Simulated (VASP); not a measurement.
Here is a VASP 6.6.1 calculation.

INCAR

```
SYSTEM = Bi
  ALGO = Fast
  EDIFF = 1E-6
  ENCUT = 520
  GGA = PE
  ISIF = 2
  ISMEAR = 0
  LASPH = .True.
  LCHARG = .False.
  LREAL = .False.
  LWAVE = .False.
  NBANDS = 14
  NELM = 80
  PREC = Accurate
  SIGMA = 0.1
```

The input KPOINTS:

```
k-points
0
Gamma
  6 6 6
  0 0 0
```

POSCAR

```
Bi
1.0
   -1.9814305318      1.9814305318      1.9814305318
    1.9814305318     -1.9814305318      1.9814305318
    1.9814305318      1.9814305318     -1.9814305318
Bi
1
Direct
    0.0000000000      0.0000000000      0.0000000000
```

Potentials or basis: VASP PAW PBE potentials, release 64 (Bi_d).

The run is started by

```console
$ cat potpaw_PBE.64/Bi_d/POTCAR > POTCAR
$ mpirun -np 1 vasp_std > vasp.out
```

Problem. Predict the pressure.

Solution. 1.0 GPa.

Caveat: the k points lie up to 0.37 Å⁻¹ apart.
